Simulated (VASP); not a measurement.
A run of VASP 6.6.1:

File INCAR:

```
PREC = Accurate ; ENCUT = 520
EDIFF = 1E-7 ; ISMEAR = 0
SIGMA = 0.2445 ; LREAL = F
LASPH = T ; NELM = 80
ALGO = Normal ; ISIF = 2
LWAVE = F ; LCHARG = T
GGA = PS ; LELF = T
LVHAR = T ; NBANDS = 38
```

KPOINTS

```
Automatic mesh
0
Gamma
  4 4 4
```

The input POSCAR:

```
Al2CdPt4
1.0
    0.0000000000      5.2536030000      0.0000000000
    5.2536030000      0.0000000000      0.0000000000
    2.6268020000      2.6268020000     -4.8721410000
Pt Cd Al
4 1 2
Direct
    0.3700000000      0.3800000000      0.7400000000
    0.6200000000      0.1100000000      0.2600000000
    0.8900000000      0.8800000000      0.7400000000
    0.1200000000      0.6300000000      0.2600000000
    0.5000000000      0.5000000000      0.0000000000
    0.7500000000      0.2500000000      0.5000000000
    0.0000000000      0.0000000000      0.0000000000
```

Potentials or basis: VASP PAW PBE potentials, release 64 (Pt, Cd, Al).

Run with:

```bash
$ cat potpaw_PBE.64/Pt/POTCAR potpaw_PBE.64/Cd/POTCAR potpaw_PBE.64/Al/POTCAR > POTCAR
$ mpirun -np 1 vasp_std > vasp.out
```

Hardware: 1 thread of Intel(R) Xeon(R) Platinum 8259CL CPU @ 2.50GHz (Skylake/Cascade Lake), on a shared host.

Estimate the wall time of this run.

Wall time 77 s on 1 thread of Intel(R) Xeon(R) Platinum 8259CL CPU @ 2.50GHz (Skylake/Cascade Lake), with other jobs on the host, peak memory 0.29 GiB. Counts: scf iterations 15, k points 14.
